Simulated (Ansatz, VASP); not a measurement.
# Two plane-wave programs on Y

```
Y
1.0
     3.59928    0.00000    0.00000
    -1.79964    3.11707    0.00000
     0.00000    0.00000   11.57249
Y
4
Direct
  0.00000 0.00000 0.00000
  0.33333 0.66667 0.25000
  0.00000 0.00000 0.50000
  0.66667 0.33333 0.75000
```

Alike in both runs: functional PBE; k mesh 15 × 15 × 4; occupations gaussian, width 0.1 eV; no spin polarisation.

Ansatz relaxed the structure, and its values are those at the end. VASP's run is a single point on that final structure, the one shown.

|  | VASP | Ansatz |
| --- | --- | --- |
| version | VASP 6.6.1 | Ansatz 0.2.0 |
| potentials or method | VASP PAW PBE potentials, release 64 (Y_sv), cutoff 520 eV | scalar-relativistic, plane waves, PAW |
| valence electrons in the cell | 44 | 44 |

Ansatz gave:

| Quantity | Value |
| --- | --- |
| gap on the k mesh at the Fermi level (eV) | none |
| pressure (GPa) | 0.0 |

Task: What did VASP give for the same quantities?

Result: gap on the k mesh at the Fermi level (eV): none; pressure (GPa): -0.1.

A gap of «none» marks a metal or a gap that the smearing closes.
